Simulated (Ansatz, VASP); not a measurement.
# CdS: VASP beside Ansatz

File INCAR:

```
SYSTEM = CdS
PREC = Accurate ; ENCUT = 500
EDIFF = 1E-6 ; ISMEAR = 0
SIGMA = 0.01 ; LREAL = .False.
LASPH = .True. ; NELM = 120
ALGO = Normal ; ISIF = 2
LWAVE = .False. ; LCHARG = .False.
GGA = PS ; NBANDS = 16
GGA_COMPAT = .False.
```

File KPOINTS:

```
regular mesh
0
Gamma
  8 8 8
  0 0 0
```

POSCAR

```
CdS
1.0
    0.0000000000      2.9125000000      2.9125000000
    2.9125000000      0.0000000000      2.9125000000
    2.9125000000      2.9125000000      0.0000000000
Cd S
1 1
Direct
    0.0000000000      0.0000000000      0.0000000000
    0.2500000000      0.2500000000      0.2500000000
```

Input for Ansatz:

```yaml
crystal:
  lattice:
    - [0.0, 2.9125, 2.9125]
    - [2.9125, 0.0, 2.9125]
    - [2.9125, 2.9125, 0.0]
  atoms:
    - { symbol: Cd, position: [0.0, 0.0, 0.0] }
    - { symbol: S, position: [0.25, 0.25, 0.25] }
basis:
  ecutwfc: 600.0
kpoints:
  mp_grid: { grid: [8, 8, 8] }
  band_path:
    path:
      - [0.0, 0.0, 0.0]
      - [0.0, 0.0, 0.0]
      - [0.0, 0.0, 0.0]
      - [0.0, 0.0, 0.0]
      - [0.0, 0.0, 0.0]
      - [0.0, 0.0, 0.0]
      - [0.0, 0.0, 0.0]
      - [0.0, 0.0, 0.0]
      - [0.0, 0.0, 0.0]
      - [0.0, 0.0, 0.0]
      - [0.0, 0.0, 0.0]
      - [0.0, 0.0, 0.0]
      - [0.0, 0.0, 0.0]
      - [0.0, 0.0, 0.0]
      - [0.0, 0.0, 0.0]
      - [0.0, 0.0, 0.0]
      - [0.0, 0.0, 0.0]
      - [0.0, 0.0, 0.0]
      - [0.0, 0.0, 0.0]
      - [0.0, 0.0, 0.0]
      - [0.0, 0.0, 0.0]
      - [0.0, 0.0, 0.0]
      - [0.0, 0.0, 0.0]
      - [0.0, 0.0, 0.0]
      - [0.0, 0.0, 0.0]
      - [0.0, 0.0, 0.0]
      - [0.3, 0.3, 0.0]
      - [0.3166666667, 0.3166666667, 0.0]
      - [0.3333333333, 0.3333333333, 0.0]
      - [0.35, 0.35, 0.0]
      - [0.3666666667, 0.3666666667, 0.0]
      - [0.3833333333, 0.3833333333, 0.0]
      - [0.4, 0.4, 0.0]
      - [0.4166666667, 0.4166666667, 0.0]
      - [0.4333333333, 0.4333333333, 0.0]
      - [0.45, 0.45, 0.0]
      - [0.4666666667, 0.4666666667, 0.0]
      - [0.4833333333, 0.4833333333, 0.0]
      - [0.5, 0.5, 0.0]
      - [0.5, 0.5, 0.5]
      - [0.5, 0.5, 0.5]
      - [0.5, 0.5, 0.5]
      - [0.5, 0.5, 0.5]
      - [0.5, 0.5, 0.5]
      - [0.5, 0.5, 0.5]
      - [0.5, 0.5, 0.5]
      - [0.5, 0.5, 0.5]
      - [0.5, 0.5, 0.5]
      - [0.5, 0.5, 0.5]
      - [0.5, 0.5, 0.5]
      - [0.5, 0.5, 0.5]
      - [0.5, 0.5, 0.5]
    npoints: 1
hamiltonian:
  xc: pbesol
  pseudopotentials: { kind: paw, azcp: { folder: soft_1 } }
scf:
  occupations: { method: fixed }
  n_extra_bands: 5
output:
  eigenvalues: true
```

Alike in both runs: task single point; functional PBEsol; k mesh 8 × 8 × 8; no spin polarisation.

```csv
,VASP,Ansatz
version,VASP 6.6.1,Ansatz 0.2.0
potentials or method,"VASP PAW PBE potentials, release 64 (Cd, S), cutoff 500 eV","scalar-relativistic, plane waves, PAW"
occupations,"gaussian, width 0.01 eV",fixed
valence electrons in the cell,18,26
```

```csv
,VASP,Ansatz,Ansatz less VASP
gap on the k mesh at the Fermi level (eV),1.02,1.01,-0.006
least direct gap on the mesh (eV),1.02,1.01,-0.006
```

VASP's potentials were made for PBE, not for PBEsol, and Ansatz warns of the same on its side. VASP's potentials hold 18 valence electrons a cell and Ansatz's 26, so a difference there can come from the potentials and not from the codes.
